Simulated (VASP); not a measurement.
# CaMgSc3 (Pm-3m) in VASP: further runs

CaMgSc3 is run at these levels: PBE; tasks: single point, relaxation of cell and atoms.

All numbers are computed with VASP 6.6.1; they aren't measurements. Logs are shortened: lines on timing, memory, paths and dates and some standing lists are left out, and cuts for length are marked.

### 1 The cell of the first run

The structure is cubic, space group Pm-3m (No. 221). Conventional cell: a = 5.386 Å, b = 5.386 Å, c = 5.386 Å, α = 90.00°, β = 90.00°, γ = 90.00°. Within 5.0 Å of Ca (site symmetry m-3m) lie 12 Sc at 3.81 Å and 8 Mg at 4.66 Å. Mg (site symmetry m-3m) has 6 Sc at 2.69 Å within 3.6 Å. Sc (site symmetry 4/mmm) has 2 Mg at 2.69 Å within 3.6 Å.

The cell was generated, and may not be a known phase.

### 2 Single point, PBE

INCAR

```
SYSTEM = CaMgSc3
PREC = Accurate ; ENCUT = 520
EDIFF = 1E-6 ; ISMEAR = 0
SIGMA = 0.1 ; LREAL = .False.
LASPH = .True. ; NELM = 100
ALGO = Fast ; ISIF = 2
LWAVE = .False. ; LCHARG = .True.
GGA = PE ; LELF = .True.
LVHAR = .True. ; NBANDS = 30
```

KPOINTS

```
regular mesh
0
Gamma
  8 8 8
  0 0 0
```

POSCAR

```
CaMgSc3
1.0
    5.3863456724      0.0000000000      0.0000000000
    0.0000000000      5.3863456724      0.0000000000
    0.0000000000      0.0000000000      5.3863456724
Ca Mg Sc
1 1 3
Direct
    0.5000000000      0.5000000000      0.5000000000
    0.0000000000      0.0000000000      0.0000000000
    0.5000000000      0.0000000000      0.0000000000
    0.0000000000      0.5000000000      0.0000000000
    0.0000000000      0.0000000000      0.5000000000
```

Potentials or basis: VASP PAW PBE potentials, release 64 (Ca_sv, Mg, Sc_sv).

Command:

```bash
$ cat potpaw_PBE.64/Ca_sv/POTCAR potpaw_PBE.64/Mg/POTCAR potpaw_PBE.64/Sc_sv/POTCAR > POTCAR
$ mpirun -np 1 vasp_std > vasp.out
```

OUTCAR:

```text
SYSTEM = CaMgSc3
   PREC = Accurate
   ENCUT = 520
   EDIFF = 1E-6
   ISMEAR = 0
   LREAL = .False.
   LASPH = .True.
   NELM = 100
   ISIF = 2
   GGA = PE

 ion  position               nearest neighbor table
   1  0.500  0.500  0.500-
   2  0.000  0.000  0.000-   3 2.69   4 2.69   5 2.69   5 2.69   4 2.69   3 2.69
   3  0.500  0.000  0.000-   2 2.69   2 2.69
   4  0.000  0.500  0.000-   2 2.69   2 2.69
   5  0.000  0.000  0.500-   2 2.69   2 2.69

  LATTYP: Found a simple cubic cell.
 ALAT       =     5.3863456724

  Lattice vectors:

 A1 = (   5.3863456724,   0.0000000000,   0.0000000000)
 A2 = (   0.0000000000,   5.3863456724,   0.0000000000)
 A3 = (   0.0000000000,   0.0000000000,   5.3863456724)

Analysis of symmetry for initial positions (statically):
=====================================================================
 Subroutine PRICEL returns:
 Original cell was already a primitive cell.

 Routine SETGRP: Setting up the symmetry group for a
 simple cubic supercell.

 Subroutine GETGRP returns: Found 48 space group operations
 (whereof 48 operations were pure point group operations)
 out of a pool of 48 trial point group operations.

The static configuration has the point symmetry O_h .

Analysis of symmetry for dynamics (positions and initial velocities):
=====================================================================
 Subroutine PRICEL returns:
 Original cell was already a primitive cell.

 Routine SETGRP: Setting up the symmetry group for a
 simple cubic supercell.

 Subroutine GETGRP returns: Found 48 space group operations
 (whereof 48 operations were pure point group operations)
 out of a pool of 48 trial point group operations.

The dynamic configuration has the point symmetry O_h .

 Subroutine INISYM returns: Found 48 space group operations
 (whereof 48 operations are pure point group operations),
 and found     1 'primitive' translations

----------------------------------------------------------------------------------------

                                     Primitive cell

  volume of cell :     156.2725

  direct lattice vectors                    reciprocal lattice vectors
     5.386345672  0.000000000  0.000000000     0.185654628  0.000000000  0.000000000
     0.000000000  5.386345672  0.000000000     0.000000000  0.185654628  0.000000000
     0.000000000  0.000000000  5.386345672     0.000000000  0.000000000  0.185654628

  length of vectors
     5.386345672  5.386345672  5.386345672     0.185654628  0.185654628  0.185654628

  position of ions in fractional coordinates (direct lattice)
     0.500000000  0.500000000  0.500000000
     0.000000000  0.000000000  0.000000000
     0.500000000  0.000000000  0.000000000
     0.000000000  0.500000000  0.000000000
     0.000000000  0.000000000  0.500000000

  ion indices of the primitive-cell ions
   primitive index   ion index
                 1           1
                 2           2
                 3           3
                 4           4
                 5           5

----------------------------------------------------------------------------------------

 KPOINTS: regular mesh

Automatic generation of k-mesh.
 Grid dimensions read from file:
 generate k-points for:    8    8    8

 Generating k-lattice:

  Cartesian coordinates                     Fractional coordinates (reciprocal lattice)
     0.023206828  0.000000000  0.000000000     0.125000000  0.000000000  0.000000000
     0.000000000  0.023206828  0.000000000     0.000000000  0.125000000  0.000000000
     0.000000000  0.000000000  0.023206828     0.000000000  0.000000000  0.125000000

  Length of vectors
     0.023206828  0.023206828  0.023206828

  Shift w.r.t. Gamma in fractional coordinates (k-lattice)
     0.000000000  0.000000000  0.000000000

 Subroutine IBZKPT returns following result:
 ===========================================

 Found     35 irreducible k-points:

 Following reciprocal coordinates:
            Coordinates               Weight
  0.000000  0.000000  0.000000      1.000000
  0.125000  0.000000  0.000000      6.000000
  0.250000  0.000000  0.000000      6.000000
  0.375000  0.000000  0.000000      6.000000
  0.500000  0.000000  0.000000      3.000000
  0.125000  0.125000  0.000000     12.000000
[... 16 lines left out ...]
  0.375000  0.375000  0.125000     24.000000
  0.500000  0.375000  0.125000     24.000000
 [... further k-points ...]
   k-points           NKPTS =     35   k-points in BZ     NKDIM =     35   number of bands    NBANDS=     30
   number of dos      NEDOS =    301   number of ions     NIONS =      5
   total plane-waves  NPLWV =  64000
   dimension x,y,z NGX =    40 NGY =   40 NGZ =   40
   dimension x,y,z NGXF=    80 NGYF=   80 NGZF=   80
   ions per type =               1   1   3
   NGX,Y,Z   is equivalent  to a cutoff of  12.35, 12.35, 12.35 a.u.
   NGXF,Y,Z  is equivalent  to a cutoff of  24.69, 24.69, 24.69 a.u.
 SYSTEM =  CaMgSc3
   PREC   = accura    normal or accurate (medium, high low for compatibility)
   ISTART =      0    job   : 0-new  1-cont  2-samecut
   ICHARG =      2    charge: 1-file 2-atom 10-const
   ISPIN  =      1    spin polarized calculation?
   LNONCOLLINEAR =      F non collinear calculations
   LSORBIT =      F    spin-orbit coupling
   LASPH  =      T    aspherical Exc in radial PAW
   ENCUT  =  520.0 eV  38.22 Ry    6.18 a.u.  10.02 10.02 10.02*2*pi/ulx,y,z
   NELM   =    100;   NELMIN=  2; NELMDL= -5     # of ELM steps
   EDIFF  = 0.1E-05   stopping-criterion for ELM
   LREAL  =      F    real-space projection
   EDIFFG = 0.1E-04   stopping-criterion for IOM
   NSW    =      0    number of steps for IOM
   IBRION =     -1    ionic relax: 0-MD 1-quasi-New 2-CG
   NFREE  =      0    steps in history (QN), initial steepest desc. (CG)
   ISIF   =      2    stress and relaxation
   ISYM   =      2    0-nonsym 1-usesym 2-fastsym
   POTIM  = 0.5000    time-step for ionic-motion
   TEBEG  =    0.0;   TEEND  =   0.0 temperature during run
   PSTRESS=    0.0 pullay stress
   NELECT =      45.0000    total number of electrons
   NUPDOWN=      -1.0000    fix difference up-down
   EMIN   =  10.00;   EMAX   =-10.00  energy-range for DOS
   EFERMI =   0.00;   METHOD = LEGACY
   ISMEAR =     0;   SIGMA  =   0.10  broadening in eV -4-tet -1-fermi 0-gaus
   EFERMI_NEDOS =   21; number of points for ismear=-14 and -15
   IALGO  =     68    algorithm
   IMIX   =      4    mixing-type and parameters
     AMIX     =   0.40;   BMIX     =  1.00
     AMIX_MAG =   1.60;   BMIX_MAG =  1.00
  volume/ion in A,a.u.               =      31.25       210.92
  Fermi-wavevector in a.u.,A,eV,Ry     =   1.081064  2.042915 15.901123  1.168700
  Thomas-Fermi vector in A             =   2.217071
   LORBIT       =      0    0 simple, 1 ext, 2 COOP (PROOUT), +10 PAW based schemes
   GGA     = PE    functional components
   LHFCALC =     F    Hartree Fock is set to
   AEXX    =    0.0000 exact exchange contribution
   IVDW    =     0    specifies the selected vdW correction
   LEPSILON=     F    determine dielectric tensor
   LRPA    =     F    only Hartree local field effects (RPA)
 non-spin polarized calculation
 RMM-DIIS sequential band-by-band and
 Gauss-broadening in eV      SIGMA  =   0.10
  energy-cutoff  :      520.00
  volume of cell :      156.27
 maximum number of plane-waves:      4233
   NGX = 21   NGY = 21   NGZ = 21

 number of electron      45.0000006 magnetization

 Free energy of the ion-electron system (eV)
  ---------------------------------------------------
  ext. energy  EPLUGINS =         0.00000000
  ---------------------------------------------------
  free energy    TOTEN  =       -19.25506323 eV

  energy without entropy =      -19.20958720  energy(sigma->0) =      -19.23232522

 E-fermi :   2.2290     XC(G=0):  -8.5555

 val. band max:        2.2223657214   @ k =   0.3750   0.3750   0.0000
 cond. band min:       2.2323262216   @ k =   0.2500   0.2500   0.0000
 fundamental gap:      0.0099605002
 Fermi energy:         2.2289817158

 k-point     1 :       0.0000    0.0000    0.0000
  band No.  band energies     occupation
      1     -47.8489      2.00000
      2     -47.8414      2.00000
      3     -47.8414      2.00000
      4     -39.3643      2.00000
      5     -26.5006      2.00000
      6     -26.5006      2.00000
[... 22 lines left out ...]
     29       3.6093      0.00000
     30       3.8925      0.00000

 k-point     2 :       0.1250    0.0000    0.0000
  band No.  band energies     occupation
      1     -47.8487      2.00000
      2     -47.8416      2.00000
      3     -47.8414      2.00000
      4     -39.3642      2.00000
      5     -26.4999      2.00000
      6     -26.4999      2.00000
[... 22 lines left out ...]
     29       3.6337      0.00000
     30       3.8807      0.00000

 k-point     3 :       0.2500    0.0000    0.0000
  band No.  band energies     occupation
      1     -47.8480      2.00000
      2     -47.8423      2.00000
      3     -47.8414      2.00000
      4     -39.3642      2.00000
      5     -26.4977      2.00000
      6     -26.4977      2.00000
[... 22 lines left out ...]
     29       3.7135      0.00000
     30       3.7348      0.00000

 k-point     4 :       0.3750    0.0000    0.0000
  band No.  band energies     occupation
      1     -47.8470      2.00000
      2     -47.8432      2.00000
      3     -47.8414      2.00000
      4     -39.3642      2.00000
      5     -26.4950      2.00000
      6     -26.4950      2.00000
[... 616 lines left out ...]
     29       3.6230      0.00000
     30       3.8307      0.00000

 k-point    23 :       0.3750    0.3750    0.1250
  band No.  band energies     occupation
      1     -47.8453      2.00000
      2     -47.8434      2.00000
      3     -47.8427      2.00000
      4     -39.3642      2.00000
      5     -26.5089      2.00000
      6     -26.4985      2.00000
[... 22 lines left out ...]
     29       3.4901      0.00000
     30       3.7631      0.00000

 k-point    24 :       0.5000    0.3750    0.1250
  band No.  band energies     occupation
      1     -47.8447      2.00000
      2     -47.8438      2.00000
      3     -47.8429      2.00000
      4     -39.3642      2.00000
      5     -26.5102      2.00000
      6     -26.4982      2.00000
[... 22 lines left out ...]
     29       3.4697      0.00000
     30       3.6993      0.00000

 [... further k-points ...]

------------------------ aborting loop because EDIFF is reached ----------------------------------------

  FORCE on cell =-STRESS in cart. coord.  units (eV):
  Direction    XX          YY          ZZ          XY          YZ          ZX
  --------------------------------------------------------------------------------------
  -------------------------------------------------------------------------------------
  Total        0.1639084      0.1639084      0.1639084      0.0000000      0.0000000     -0.0000000
  in kB        1.6804632      1.6804632      1.6804632      0.0000000      0.0000000     -0.0000000
  external PRESSURE =       1.6804632 kB  Pullay stress =       0.0000000 kB

 VOLUME and BASIS-vectors are now :
 -----------------------------------------------------------------------------
  energy-cutoff  :      520.00
  volume of cell :      156.27
      direct lattice vectors                 reciprocal lattice vectors
     5.386345672  0.000000000  0.000000000     0.185654628  0.000000000  0.000000000
     0.000000000  5.386345672  0.000000000     0.000000000  0.185654628  0.000000000
     0.000000000  0.000000000  5.386345672     0.000000000  0.000000000  0.185654628

 POSITION                                       TOTAL-FORCE (eV/Angst)
 -----------------------------------------------------------------------------------
      2.69317      2.69317      2.69317         0.000000      0.000000      0.000000
      0.00000      0.00000      0.00000         0.000000      0.000000      0.000000
      2.69317      0.00000      0.00000         0.000000      0.000000      0.000000
      0.00000      2.69317      0.00000         0.000000      0.000000      0.000000
      0.00000      0.00000      2.69317         0.000000      0.000000      0.000000
 -----------------------------------------------------------------------------------
    total drift:                               -0.000000      0.000000     -0.000000

  FREE ENERGIE OF THE ION-ELECTRON SYSTEM (eV)
  ---------------------------------------------------
  free  energy   TOTEN  =       -19.2550632336 eV

  energy  without entropy=      -19.2095871998  energy(sigma->0) =      -19.23232522
```

Run time: 8.8 min. Hardware: 1 thread of Oxide Virtual Turin-like, shared host; peak memory 0.32 GiB.

What came out:

- Free energy: -19.2551 eV
- Pressure: 0.2 GPa
- Band gap on the k mesh: zero (an odd number of electrons rules out a gap without spin polarisation)

Levels at points of the mesh, in eV from the Fermi level:
```
           k point  band 20  band 21  band 22  band 23  band 24  band 25  band 26  band 27
(0.00, 0.00, 0.00)    -0.62    -0.25    -0.25    -0.25     0.28     0.28     0.28     1.37
(0.50, 0.00, 0.00)    -0.25    -0.25     0.07     0.07     0.08     0.08     0.43     0.91
(0.50, 0.50, 0.00)    -1.39    -0.42     0.35     0.35     0.36     0.36     0.50     0.74
(0.50, 0.50, 0.50)    -1.98    -0.92    -0.12    -0.12    -0.12     0.96     0.96     0.96
```

### 3 Relaxation of cell and atoms, PBE

INCAR

```
  PREC = Accurate
  ENCUT = 600
  EDIFF = 1E-6
  ISMEAR = 0
  SIGMA = 0.1
  LREAL = F
  LASPH = T
  NELM = 60
  ALGO = Fast
  ISIF = 3
  LWAVE = F
  LCHARG = F
  GGA = PE
  IBRION = 2
  NSW = 100
  EDIFFG = -0.01
```

KPOINTS

```
regular mesh
0
Gamma
  8 8 8
```

POSCAR is that of step 2.

Potentials or basis: VASP PAW PBE potentials, release 64 (Ca_sv, Mg, Sc_sv).

Command:

```bash
$ cat potpaw_PBE.64/Ca_sv/POTCAR potpaw_PBE.64/Mg/POTCAR potpaw_PBE.64/Sc_sv/POTCAR > POTCAR
$ mpirun -np 1 vasp_std > vasp.out
```

It took 12 min on 1 thread of Oxide Virtual Turin-like, shared host; peak memory 0.44 GiB.

The run converged. Its results:

| Item | Value |
| --- | --- |
| Free energy | -19.2554 eV |
| Relaxed volume | 31.33 Å³/atom |
| Relaxed cell | a = 5.390 Å, b = 5.390 Å, c = 5.390 Å, α = 90.00°, β = 90.00°, γ = 90.00° |
| Space group after relaxing (to 0.1 Å) | Pm-3m (No. 221) |
| Energy gained by relaxing | 0.0 meV/atom |
| Ionic steps | 2 |
| Pressure after relaxing | 0.0 GPa |
| Band gap on the k mesh | zero (an odd number of electrons rules out a gap without spin polarisation) |

Step by step:
| step | energy change (eV) | largest force (eV/Å) | pressure (GPa) | volume (Å³) |
| --- | --- | --- | --- | --- |
| 1 | 0.0000 | 0.0000 | 0.08 | 156.27 |
| 2 | -0.0002 | 0.0000 | 0.03 | 156.63 |

Final structure:
```
CELL_PARAMETERS angstrom
5.39042 0.00000 0.00000
0.00000 5.39042 0.00000
0.00000 0.00000 5.39042
ATOMIC_POSITIONS crystal
Ca 0.50000 0.50000 0.50000
Mg 0.00000 0.00000 0.00000
Sc 0.50000 0.00000 0.00000
Sc 0.00000 0.50000 0.00000
Sc 0.00000 0.00000 0.50000
```

Levels at points of the mesh, in eV from the Fermi level:
| k point | band 19 | band 20 | band 21 | band 22 | band 23 | band 24 | band 25 | band 26 | band 27 |
| --- | --- | --- | --- | --- | --- | --- | --- | --- | --- |
| (0.00, 0.00, 0.00) | -0.62 | -0.62 | -0.25 | -0.25 | -0.25 | 0.28 | 0.28 | 0.28 | 1.37 |
| (0.50, 0.00, 0.00) | -0.64 | -0.25 | -0.25 | 0.07 | 0.07 | 0.08 | 0.08 | 0.43 | 0.91 |
| (0.50, 0.50, 0.00) | -2.14 | -1.39 | -0.42 | 0.35 | 0.35 | 0.35 | 0.35 | 0.50 | 0.74 |
| (0.50, 0.50, 0.50) | -1.98 | -1.98 | -0.92 | -0.12 | -0.12 | -0.12 | 0.96 | 0.96 | 0.96 |
